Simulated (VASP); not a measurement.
# AlN (Cmc2_1) in VASP: a series of runs, part 2 of 2

VASP 6.6.1. The steps go on from the part before.

## Step 3: Single point, r2SCAN (strain -0.0150 x Voigt [1, -1, 0, 0, 0, 0])

POSCAR

```
AlN
1.0
    3.0600653585      0.0000000000      0.0000000000
   -1.5300326793      2.7308078709      0.0000000000
    0.0000000000      0.0000000000      4.9784048354
Al N
2 2
Direct
    0.3333333333      0.6666666667      0.0016929024
    0.6666666667      0.3333333333      0.5016929024
    0.3333333333      0.6666666667      0.3833070976
    0.6666666667      0.3333333333      0.8833070976
```

INCAR.step1

```
PREC = Accurate
ENCUT = 520
ISMEAR = 0
SIGMA = 0.05
LREAL = F
LASPH = T
NELM = 80
NBANDS = 16
GGA = PE
ALGO = Normal
EDIFF = 1E-4
LWAVE = T
LCHARG = F
```

INCAR.step2

```
PREC = Accurate
ENCUT = 520
EDIFF = 1E-6
ISMEAR = 0
SIGMA = 0.05
LREAL = F
LASPH = T
NELM = 80
ALGO = Normal
ISIF = 2
LWAVE = F
LCHARG = T
METAGGA = R2SCAN
LMIXTAU = T
LELF = T
LVHAR = T
NBANDS = 16
ISTART = 1
```

KPOINTS

```
regular mesh
0
Gamma
  12 12 6
```

Potentials or basis: VASP PAW PBE potentials, release 64 (Al, N).

Launch:

```
$ cat potpaw_PBE.64/Al/POTCAR potpaw_PBE.64/N/POTCAR > POTCAR
$ cp INCAR.step1 INCAR
$ mpirun -np 1 vasp_std > vasp.out
$ cp INCAR.step2 INCAR
$ mpirun -np 1 vasp_std > vasp.out
```

OUTCAR:

```text
PREC = Accurate
   ENCUT = 520
   EDIFF = 1E-6
   ISMEAR = 0
   LREAL = F
   LASPH = T
   NELM = 80
   ISIF = 2
   METAGGA = R2SCAN
   ISTART = 1

 ion  position               nearest neighbor table
   1  0.333  0.667  0.002-   4 1.88   4 1.88   3 1.90   4 1.91   2 3.06   2 3.06   2 3.06   2 3.06
                             2 3.08   2 3.08
   2  0.667  0.333  0.502-   3 1.88   3 1.88   4 1.90   3 1.91   1 3.06   1 3.06   1 3.06   1 3.06
                             1 3.08   1 3.08
   3  0.333  0.667  0.383-   2 1.88   2 1.88   1 1.90   2 1.91
   4  0.667  0.333  0.883-   1 1.88   1 1.88   2 1.90   1 1.91

  LATTYP: Found a base centered orthorhombic cell.
 ALAT       =     3.0600653585
 B/A-ratio  =     1.7848036241
 C/A-ratio  =     1.6268949359

  Lattice vectors:

 A1 = (   1.5300326793,  -2.7308078709,   0.0000000000)
 A2 = (   1.5300326792,   2.7308078709,   0.0000000000)
 A3 = (   0.0000000000,   0.0000000000,   4.9784048354)

Analysis of symmetry for initial positions (statically):
=====================================================================
 Subroutine PRICEL returns:
 Original cell was already a primitive cell.
[... 172 lines left out ...]
  free energy    TOTEN  =       -38.43420497 eV

  energy without entropy =      -38.43420497  energy(sigma->0) =      -38.43420497

 E-fermi :   6.1728     XC(G=0): -11.4179

 val. band max:        5.9212167950   @ k =   0.0000   0.0000   0.0000
 cond. band min:      10.8321597821   @ k =   0.0000   0.0000   0.0000
 fundamental gap:      4.9109429871
 Fermi energy:         6.1728311414

 k-point     1 :       0.0000    0.0000    0.0000
  band No.  band energies     occupation
      1     -10.0615      2.00000
      2      -7.9393      2.00000
      3      -0.1502      2.00000
      4       4.9464      2.00000
      5       5.1296      2.00000
      6       5.6171      2.00000
[... 433 lines left out ...]
      3       0.6990      2.00000
      4       1.9204      2.00000
      5       2.8163      2.00000
      6       2.8563      2.00000
[... 8 lines left out ...]
     15      19.8888      0.00000
     16      21.7696      0.00000

 [... further k-points ...]
[... 5 lines left out ...]
  --------------------------------------------------------------------------------------
  -------------------------------------------------------------------------------------
  Total        1.4315015     -1.5122488     -0.0967043      0.0000000      0.0000000      0.0000000
  in kB       55.1302959    -58.2400551     -3.7242988      0.0000000      0.0000000      0.0000000
  external PRESSURE =      -2.2780193 kB  Pullay stress =       0.0000000 kB

 VOLUME and BASIS-vectors are now :
 -----------------------------------------------------------------------------
  energy-cutoff  :      520.00
  volume of cell :       41.60
      direct lattice vectors                 reciprocal lattice vectors
     3.060065359  0.000000000  0.000000000     0.326790406  0.183096001  0.000000000
    -1.530032679  2.730807871  0.000000000     0.000000000  0.366192002  0.000000000
     0.000000000  0.000000000  4.978404835     0.000000000  0.000000000  0.200867554

 POSITION                                       TOTAL-FORCE (eV/Angst)
 -----------------------------------------------------------------------------------
     -0.00000      1.82054      0.00843        -0.000000      0.250720      0.011716
      1.53003      0.91027      2.49763         0.000000     -0.250720      0.011716
     -0.00000      1.82054      1.90826        -0.000000      0.303739     -0.011716
      1.53003      0.91027      4.39746         0.000000     -0.303739     -0.011716
 -----------------------------------------------------------------------------------
    total drift:                               -0.000000      0.000000      0.000212

  FREE ENERGIE OF THE ION-ELECTRON SYSTEM (eV)
  ---------------------------------------------------
  free  energy   TOTEN  =       -38.4342049655 eV

  energy  without entropy=      -38.4342049655  energy(sigma->0) =      -38.43420497
```

OSZICAR.step1:

```text
N       E                     dE             d eps       ncg     rms          rms(c)
DAV:   1     0.416452786680E+02    0.41645E+02   -0.73185E+03  5504   0.895E+02
DAV:   2    -0.310636453333E+02   -0.72709E+02   -0.66729E+02  7832   0.187E+02
DAV:   3    -0.344968792969E+02   -0.34332E+01   -0.34242E+01  6784   0.426E+01
DAV:   4    -0.345177240438E+02   -0.20845E-01   -0.20843E-01  7040   0.372E+00
DAV:   5    -0.345179982342E+02   -0.27419E-03   -0.27419E-03  6800   0.430E-01    0.122E+01
DAV:   6    -0.297355764118E+02    0.47824E+01   -0.10692E+01  6680   0.237E+01    0.417E+00
DAV:   7    -0.297584895275E+02   -0.22913E-01   -0.68815E-01  5992   0.582E+00    0.296E+00
DAV:   8    -0.297509870424E+02    0.75025E-02   -0.61200E-02  6352   0.227E+00    0.589E-01
DAV:   9    -0.297459026601E+02    0.50844E-02   -0.12448E-02  7392   0.824E-01    0.246E-01
DAV:  10    -0.297465227705E+02   -0.62011E-03   -0.22957E-03  6160   0.302E-01    0.133E-01
DAV:  11    -0.297464389150E+02    0.83855E-04   -0.18964E-04  5272   0.106E-01
   1 F= -.29746439E+02 E0= -.29746439E+02  d E =-.710402E-12
```

Run time: 3.8 min. Hardware: 1 thread of AMD EPYC 9R45 (Zen 5), shared host; peak memory 0.2 GiB.

Results:

```
Free energy            : -38.4342 eV
Pressure               : -0.2 GPa
Largest force          : 0.304 eV/Å
Band gap on the k mesh : 4.91 eV, direct
```

Forces on the atoms (eV/Å):
```
Al   0.000  0.251  0.012
Al   0.000 -0.251  0.012
N    0.000  0.304 -0.012
N    0.000 -0.304 -0.012
```

Caveat: the cell differs from its parent crystal (strain -0.0150 x Voigt [1, -1, 0, 0, 0, 0]); the PAW data sets were made with another functional, which shifts forces and pressure a little. A k mesh can miss the band edges.
